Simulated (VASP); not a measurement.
Set up this calculation in VASP 6.6.1, as the native input.

| Item | Value |
| --- | --- |
| Task | single point |
| Functional | PBE |
| Potentials or basis | VASP PAW PBE potentials, release 64 (Ba_sv, Ti_sv, O) |
| Cutoff | 520 eV |
| k mesh | 6 × 6 × 6 |
| Occupations | gaussian, width 0.01 eV |
| Spin | no spin polarisation |
| Dipole correction | no |
| Further INCAR settings | ALGO = Normal; EDIFF = 1e-06; NBANDS = 28 |

The structure of BaTiO3 lies in POSCAR:

```
BaTiO3
1.0
    4.1353141425      0.0000000000      0.0000000000
    0.0000000000      4.1353141425      0.0000000000
    0.0000000000      0.0000000000      4.1353141425
Ba Ti O
1 1 3
Direct
    0.5000000000      0.5000000000      0.5000000000
    0.0000000000      0.0000000000      0.0000000000
    0.5000000000      0.0000000000      0.0000000000
    0.0000000000      0.5000000000      0.0000000000
    0.0000000000      0.0000000000      0.5000000000
```

The input as run:

INCAR

```
  PREC = Accurate
  ENCUT = 520
  EDIFF = 1E-6
  ISMEAR = 0
  SIGMA = 0.01
  LREAL = F
  LASPH = T
  NELM = 80
  ALGO = Normal
  ISIF = 2
  LWAVE = F
  LCHARG = F
  GGA = PE
  NBANDS = 28
```

KPOINTS

```
Automatic mesh
0
Gamma
  6 6 6
```

Potentials or basis: VASP PAW PBE potentials, release 64 (Ba_sv, Ti_sv, O).

Run with:

```console
$ cat potpaw_PBE.64/Ba_sv/POTCAR potpaw_PBE.64/Ti_sv/POTCAR potpaw_PBE.64/O/POTCAR > POTCAR
$ mpirun -np 1 vasp_std > vasp.out
```

Results of the run:

```
Pressure               : -10.2 GPa
Band gap on the k mesh : 1.55 eV, indirect (least direct gap 1.77 eV)
```

Caveat: spin-orbit coupling is left out, which moves the levels of the heavy elements.

It took 16 s on 1 thread of Intel(R) Xeon(R) 6975P-C (Granite Rapids) (shared host), peak memory 0.19 GiB.
